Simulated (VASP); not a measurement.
Crystal: Se.

```
Se
1.0
     4.40943    0.00000    0.00000
    -2.20472    3.81868    0.00000
     0.00000    0.00000    5.00265
Se
3
Cartesian
  1.7078 2.9579 0.0000
  -0.4969 0.8607 3.3351
  0.9939 0.0000 1.6675
```

```yaml
Program: VASP 6.6.1
Task: relaxation of cell and atoms
Functional: PBE
Potentials_or_basis: VASP PAW PBE potentials, release 64 (Se)
Cutoff: 650 eV
k_mesh: 7 × 7 × 6
Occupations: gaussian, width 0.03 eV
Spin: non-collinear spin, zero start, spin-orbit coupling
Starting_moments: "[[0.0, 0.0, 0.0], [0.0, 0.0, 0.0], [0.0, 0.0, 0.0]] μB"
```

At the start: pressure 1.2 GPa; volume 28.08 Å³/atom.

Problem. How do energy, volume and symmetry change on relaxing?

Solution. Over 14 steps the energy falls by 3.6 meV/atom and the volume is 29.75 Å³/atom (+5.9 %); space group P3_121 (No. 152, to 0.1 Å) before and after; moment 0.00 μB per cell.

The path:
```tsv
step	energy change (eV)	largest force (eV/Å)	pressure (GPa)	volume (Å³)
1	0.0000	0.1459	1.25	84.24
2	-0.0023	0.2488	-0.85	86.93
3	-0.0070	0.0762	0.06	85.69
4	-0.0078	0.0580	0.06	85.91
5	-0.0087	0.0179	0.05	86.37
6	-0.0087	0.0098	0.05	86.46
7	-0.0090	0.0084	0.05	86.68
8	-0.0097	0.0038	0.05	87.32
9	-0.0104	0.0088	0.06	88.62
10	-0.0104	0.0143	0.07	89.11
11	-0.0089	0.1126	-0.50	90.25
12	-0.0104	0.0009	0.00	89.25
13	-0.0107	0.0011	0.00	89.25
14	-0.0107	0.0011	0.00	89.25
```

Final structure:
```
Se
1.0
     4.51652    0.00000    0.00000
    -2.25826    3.91142    0.00000
     0.00000    0.00000    5.05187
Se
3
Direct
  0.78049 0.78049 0.00000
  0.00000 0.21951 0.66667
  0.21951 0.00000 0.33333
```

Where two steps share one volume, the run began anew on that cell with a basis built for it.
